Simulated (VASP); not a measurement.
# KBr (I4/mmm) in VASP: a series of runs, part 2 of 2

VASP 6.6.1. The steps go on from the part before.

## Step 3: Single point, PBE (strain +0.000 along x and y, -0.080 along z)

Input file INCAR:

```
SYSTEM = KBr
PREC = Accurate
ENCUT = 520
EDIFF = 1E-7
ISMEAR = 0
SIGMA = 0.05
LREAL = .FALSE.
LASPH = .TRUE.
NELM = 60
ALGO = Normal
ISIF = 2
LWAVE = .FALSE.
LCHARG = .FALSE.
GGA = PE
NBANDS = 15
```

Input file KPOINTS:

```
regular mesh
0
G
  6 6 6
  0 0 0
```

Input file POSCAR:

```
KBr
1.0
    0.0000000000      3.2925000000      3.0291000000
    3.2925000000      0.0000000000      3.0291000000
    3.2925000000      3.2925000000      0.0000000000
K Br
1 1
Direct
    0.0000000000      0.0000000000      0.0000000000
    0.5000000000      0.5000000000      0.5000000000
```

Potentials or basis: VASP PAW PBE potentials, release 64 (K_sv, Br).

Run with:

```sh
cat potpaw_PBE.64/K_sv/POTCAR potpaw_PBE.64/Br/POTCAR > POTCAR
mpirun -np 1 vasp_std > vasp.out
```

OUTCAR:

```text
SYSTEM = KBr
   PREC = Accurate
   ENCUT = 520
   EDIFF = 1E-7
   ISMEAR = 0
   LREAL = .FALSE.
   LASPH = .TRUE.
   NELM = 60
   ISIF = 2
   GGA = PE

 ion  position               nearest neighbor table
   1  0.000  0.000  0.000-   2 3.03   2 3.03   2 3.29   2 3.29   2 3.29   2 3.29
   2  0.500  0.500  0.500-   1 3.03   1 3.03   1 3.29   1 3.29   1 3.29   1 3.29

  LATTYP: Found a body centered tetragonal cell.
 ALAT       =     4.6562981541
 C/A-ratio  =     1.3010764774

  Lattice vectors:

 A1 = (   0.0000000000,  -3.2925000000,  -3.0291000000)
 A2 = (   0.0000000000,   3.2925000000,  -3.0291000000)
[... 612 lines left out ...]
     13       8.6965      0.00000
     14       9.3913      0.00000
     15       9.7979      0.00000

 [... further k-points ...]
[... 5 lines left out ...]
  --------------------------------------------------------------------------------------
  -------------------------------------------------------------------------------------
  Total        0.5821815      0.5821815      2.6695824      0.0000000     -0.0000000      0.0000000
  in kB       14.2027944     14.2027944     65.1266496      0.0000000     -0.0000000      0.0000000
  external PRESSURE =      31.1774128 kB  Pullay stress =       0.0000000 kB

 VOLUME and BASIS-vectors are now :
 -----------------------------------------------------------------------------
  energy-cutoff  :      520.00
  volume of cell :       65.67
      direct lattice vectors                 reciprocal lattice vectors
     0.000000000  3.292500000  3.029100000    -0.151860289  0.151860289  0.165065531
     3.292500000  0.000000000  3.029100000     0.151860289 -0.151860289  0.165065531
     3.292500000  3.292500000  0.000000000     0.151860289  0.151860289 -0.165065531

 POSITION                                       TOTAL-FORCE (eV/Angst)
 -----------------------------------------------------------------------------------
      0.00000      0.00000      0.00000        -0.000000     -0.000000      0.000000
      3.29250      3.29250      3.02910         0.000000      0.000000      0.000000
 -----------------------------------------------------------------------------------
    total drift:                                0.000000      0.000000      0.000000

  FREE ENERGIE OF THE ION-ELECTRON SYSTEM (eV)
  ---------------------------------------------------
  free  energy   TOTEN  =        -6.0968141780 eV

  energy  without entropy=       -6.0968141780  energy(sigma->0) =       -6.09681418
```

OSZICAR:

```text
N       E                     dE             d eps       ncg     rms          rms(c)
DAV:   1     0.100365475030E+03    0.10037E+03   -0.69149E+03   900   0.943E+02
DAV:   2    -0.387968081424E+00   -0.10075E+03   -0.92691E+02  1175   0.233E+02
DAV:   3    -0.603358669803E+01   -0.56456E+01   -0.56172E+01  1222   0.488E+01
DAV:   4    -0.625823776952E+01   -0.22465E+00   -0.22458E+00  1340   0.831E+00
DAV:   5    -0.625989229952E+01   -0.16545E-02   -0.16545E-02  1243   0.824E-01    0.396E+00
DAV:   6    -0.609822421995E+01    0.16167E+00   -0.20539E-01  1103   0.230E+00    0.287E+00
DAV:   7    -0.608831731854E+01    0.99069E-02   -0.11333E-01  1187   0.188E+00    0.118E+00
DAV:   8    -0.609585981831E+01   -0.75425E-02   -0.11945E-02  1005   0.821E-01    0.125E-01
DAV:   9    -0.609643435549E+01   -0.57454E-03   -0.54747E-04  1222   0.147E-01    0.774E-02
DAV:  10    -0.609679230574E+01   -0.35795E-03   -0.36064E-04   942   0.109E-01    0.146E-02
DAV:  11    -0.609681291226E+01   -0.20607E-04   -0.29510E-05  1148   0.350E-02    0.676E-03
DAV:  12    -0.609681412967E+01   -0.12174E-05   -0.26678E-06   977   0.115E-02    0.168E-03
DAV:  13    -0.609681417796E+01   -0.48294E-07   -0.29118E-07  1202   0.317E-03
   1 F= -.60968142E+01 E0= -.60968142E+01  d E =-.139254E-19
```

stdout:

```text
POSCAR found type information on POSCAR K Br
 POSCAR found :  2 types and       2 ions
 scaLAPACK will be used
 LDA part: xc-table for (Slater+PW92), standard interpolation
 POSCAR, INCAR and KPOINTS ok, starting setup
 FFT: planning ... GRIDC
 FFT: planning ... GRID_SOFT
 FFT: planning ... GRID
 WAVECAR not read
 entering main loop
```

It took 56 s on 1 thread of AMD EPYC 7R13, shared host; peak memory 0.18 GiB.

What came out:

```
Free energy            : -6.0968 eV
Pressure               : 3.1 GPa
Band gap on the k mesh : 4.59 eV, direct
```

Caveat: the cell differs from its parent crystal (strain +0.000 along x and y, -0.080 along z).

## Step 4: Single point, PBE (strain +0.000 along x and y, -0.040 along z)

Input file INCAR:

```
PREC = Accurate
ENCUT = 520
EDIFF = 1E-6
ISMEAR = 0
SIGMA = 0.05
LREAL = False
LASPH = True
NELM = 60
ALGO = Normal
ISIF = 2
LWAVE = False
LCHARG = False
GGA = PE
NBANDS = 15
```

Input file KPOINTS:

```
Automatic mesh
0
Gamma
  6 6 6
```

Input file POSCAR:

```
KBr
1.0
    0.0000000000      3.2925000000      3.1608000000
    3.2925000000      0.0000000000      3.1608000000
    3.2925000000      3.2925000000      0.0000000000
K Br
1 1
Direct
    0.0000000000      0.0000000000      0.0000000000
    0.5000000000      0.5000000000      0.5000000000
```

Run with:

```sh
cat potpaw_PBE.64/K_sv/POTCAR potpaw_PBE.64/Br/POTCAR > POTCAR
mpirun -np 1 vasp_std > vasp.out
```

It took 75 s on 1 thread of AMD EPYC 7R13, shared host; peak memory 0.18 GiB.

Results (log left out):

```
Free energy            : -6.1794 eV
Pressure               : 1.8 GPa
Band gap on the k mesh : 4.54 eV, direct
```

Stress tensor (GPa, compression positive):
```
1.13 0.00 0.00
0.00 1.13 0.00
0.00 0.00 3.00
```

Levels at points of the mesh, in eV from the valence-band top:
```tsv
k point	band 5	band 6	band 7	band 8	band 9	band 10	band 11	band 12
(0.00, 0.00, 0.00)	-11.18	-0.03	-0.03	0.00	4.54	7.50	7.50	7.77
(0.50, 0.00, 0.00)	-10.90	-1.30	-0.40	-0.40	6.67	8.38	9.87	9.88
(0.50, 0.50, 0.00)	-11.23	-0.83	-0.37	-0.37	5.75	7.39	9.49	9.86
(0.50, 0.00, 0.50)	-11.22	-0.91	-0.30	-0.30	5.81	7.34	9.40	9.68
```

Caveat: the cell differs from its parent crystal (strain +0.000 along x and y, -0.040 along z).

## Step 5: Summary

| cell | gap on the mesh (eV) | pressure (GPa) |
| --- | --- | --- |
| a = 4.671, b = 4.671, c = 4.284 Å, angles 62.7, 62.7, 54.6°, 2 atoms | 4.55 | 4.3 |
| a = 4.474, b = 4.474, c = 4.656 Å, angles 58.6, 58.6, 62.7°, 2 atoms | 4.59 | 3.1 |
| a = 4.564, b = 4.564, c = 4.656 Å, angles 59.3, 59.3, 61.3°, 2 atoms | 4.54 | 1.8 |

Alike in all rows: task single point; level PBE; potentials or basis VASP PAW PBE potentials, release 64 (K_sv, Br); no spin polarisation; k mesh 6 × 6 × 6; cutoff (eV) 520; smearing gaussian 0.05 eV.

Total energies depend on the potentials used, so only differences within one code and one set of settings carry meaning.
